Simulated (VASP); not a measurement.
Here is a VASP 6.6.1 calculation.

File INCAR:

```
ALGO = Normal
EDIFF = 1E-6
ENCUT = 520
GGA = PE
ISIF = 2
ISMEAR = 0
LASPH = T
LCHARG = F
LREAL = F
LWAVE = F
NBANDS = 48
NELM = 100
PREC = Accurate
SIGMA = 0.01
```

KPOINTS

```
k-points
0
Gamma
  4 4 4
```

File POSCAR:

```
CaPb3S4
1.0
    5.8310829940      0.0000000000      0.0000000000
    0.0000000000      5.8310829940      0.0000000000
    0.0000000000      0.0000000000      5.8310829940
Pb S Ca
3 4 1
Direct
    0.5000000000      0.0000000000      0.0000000000
    0.0000000000      0.5000000000      0.0000000000
    0.0000000000      0.0000000000      0.5000000000
    0.0000000000      0.5000000000      0.5000000000
    0.5000000000      0.0000000000      0.5000000000
    0.5000000000      0.5000000000      0.0000000000
    0.0000000000      0.0000000000      0.0000000000
    0.5000000000      0.5000000000      0.5000000000
```

Potentials or basis: VASP PAW PBE potentials, release 64 (Pb_d, S, Ca_sv).

Run with:

```sh
$ cat potpaw_PBE.64/Pb_d/POTCAR potpaw_PBE.64/S/POTCAR potpaw_PBE.64/Ca_sv/POTCAR > POTCAR
$ mpirun -np 1 vasp_std > vasp.out
```

(1) Estimate the pressure.

(2) Predict the band gap on the k mesh.

Answers

(1) 3.8 GPa.

(2) 0.26 eV.

Caveat: the cell stands under pressure; spin-orbit coupling is left out, which moves the levels of the heavy elements.
